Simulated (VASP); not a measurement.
Write the native input for VASP 6.6.1 that does the following.

```
Task                   : single point
Functional             : LDA
Potentials or basis    : VASP PAW LDA potentials, release 64 (As)
Cutoff                 : 520 eV
k mesh                 : 11 × 11 × 11
Occupations            : gaussian, width 0.02 eV
Spin                   : no spin polarisation
Dipole correction      : no
Further INCAR settings : ALGO = Normal; EDIFF = 1e-06; NBANDS = 12
```

The structure of As lies in POSCAR:

```
As
1.0
    1.8807968987      1.0858785957      3.5140619945
   -1.8807968987      1.0858785957      3.5140619945
    0.0000000000     -2.1717571915      3.5140619945
As
2
Direct
    0.2260000000      0.2260000000      0.2260000000
    0.7740000000      0.7740000000      0.7740000000
```

One way to write it, as run:

INCAR

```
PREC = Accurate
ENCUT = 520
EDIFF = 1E-6
ISMEAR = 0
SIGMA = 0.02
LREAL = False
LASPH = True
NELM = 80
ALGO = Normal
ISIF = 2
LWAVE = False
LCHARG = False
GGA = CA
NBANDS = 12
```

KPOINTS

```
Automatic mesh
0
Gamma
  11 11 11
```

Potentials or basis: VASP PAW LDA potentials, release 64 (As).

Run with:

```bash
$ cat potpaw_LDA.64/As/POTCAR > POTCAR
$ mpirun -np 1 vasp_std > vasp.out
```

It gave:

| Item | Value |
| --- | --- |
| Pressure | -0.9 GPa |
| Largest force | 0.332 eV/Å |
| Band gap on the k mesh | zero (band 5 reaches 5.64 eV, above the bottom of band 6 at 5.28 eV) |

It took 96 s on 1 thread of AMD EPYC 7R13, with other jobs on the host, peak memory 0.16 GiB.
